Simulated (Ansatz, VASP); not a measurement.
## Ti3Al in VASP and in Ansatz

```
Ti Al
1.0
     2.87996    0.00000    0.00000
    -1.43998    2.49412    0.00000
     0.00000    0.00000    9.10779
Ti Al
3 1
Direct
  0.66667 0.33333 0.00000
  0.33333 0.66667 0.75010
  0.33333 0.66667 0.24990
  0.66667 0.33333 0.50000
```

Alike in both runs: functional PBE; dispersion D3(BJ); k mesh 18 × 18 × 6; occupations gaussian, width 0.1 eV; no spin polarisation.

Ansatz relaxed the structure, and its values are those at the end. VASP's run is a single point on that final structure, the one shown.

|  | VASP | Ansatz |
| --- | --- | --- |
| version | VASP 6.6.1 | Ansatz 0.2.0 |
| potentials or method | VASP PAW PBE potentials, release 64 (Ti_sv, Al), cutoff 520 eV | scalar-relativistic, plane waves, PAW |
| valence electrons in the cell | 39 | 39 |

|  | VASP | Ansatz | Ansatz less VASP |
| --- | --- | --- | --- |
| gap on the k mesh at the Fermi level (eV) | none | none | - |
| pressure (GPa) | -0.2 | 0.0 | +0.21 |
| rms of the force components (eV/Å) | 0.004 | 0.000 | -0.0040 |

A gap of «none» marks a metal or a gap that the smearing closes.
